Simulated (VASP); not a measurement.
Runs of VASP 6.6.1 on SnO. The structure is that of space group P4/nmm (No. 129), or close to it. The cells are those of the table. 

| task | potentials or basis | cell | cutoff (eV) | gap on the mesh (eV) | pressure (GPa) | largest force (eV/Å) |
| --- | --- | --- | --- | --- | --- | --- |
| single point | VASP PAW LDA potentials, release 64 (Sn_d, O) | a = 3.802, b = 3.802, c = 4.836 Å, angles 90.6°, 4 atoms | 520 | 0.08 | -2.5 | 0.17 |
| electric field gradients | VASP PAW LDA potentials, release 64 (Sn_d, O_h) | a = 3.802, b = 3.802, c = 4.836 Å, 4 atoms | 910 | (a) | -2.7 | 0.16 |
| electric field gradients | VASP PAW LDA potentials, release 64 (Sn_d, O_h) | a = 3.751, b = 3.751, c = 4.771 Å, 4 atoms | 910 | none | 1.4 | 0.47 |
| electric field gradients | VASP PAW LDA potentials, release 64 (Sn_d, O_h) | a = 3.852, b = 3.852, c = 4.900 Å, 4 atoms | 910 | (b) | -6.0 | 0.67 |
| single point | VASP PAW LDA potentials, release 64 (Sn_d, O) | a = 3.802, b = 3.802, c = 4.836 Å, angles 88.8°, 4 atoms | 520 | 0.08 | -2.4 | 0.21 |
| single point | VASP PAW LDA potentials, release 64 (Sn_d, O) | a = 3.802, b = 3.802, c = 4.836 Å, angles 91.1°, 4 atoms | 520 | 0.06 | -2.4 | 0.21 |
| single point | VASP PAW LDA potentials, release 64 (Sn_d, O) | a = 3.802, b = 3.802, c = 4.836 Å, angles 89.4°, 4 atoms | 520 | 0.08 | -2.5 | 0.17 |
| electric field gradients | VASP PAW LDA potentials, release 64 (Sn_d, O) | a = 3.802, b = 3.802, c = 4.836 Å, angles 90.6°, 4 atoms | 520 | 0.08 | -2.5 | 0.17 |

Alike in all rows: level LDA; no spin polarisation; k mesh 6 × 6 × 5; smearing fermi-dirac 0.02 eV.

Fill in the values left out.

(a) 0.09; (b) 0.22.

Caveats: spin-orbit coupling is left out, which moves the levels of the heavy elements; an odd mesh through Γ misses points on the zone boundary, where band edges can lie (at least some runs); the cutoff is under 1.25 times the usual one of these potentials, so pressure, stress and relaxed cells hold a basis-set (Pulay) error (at least some runs); semilocal functionals underestimate gaps, so a narrow gap can read as zero (at least some runs); the cell stands under tension (at least some runs).

A k mesh can miss the band edges, and the runs leave out spin-orbit coupling on Sn.

A gap of «none» marks levels without a gap at the run's occupations.
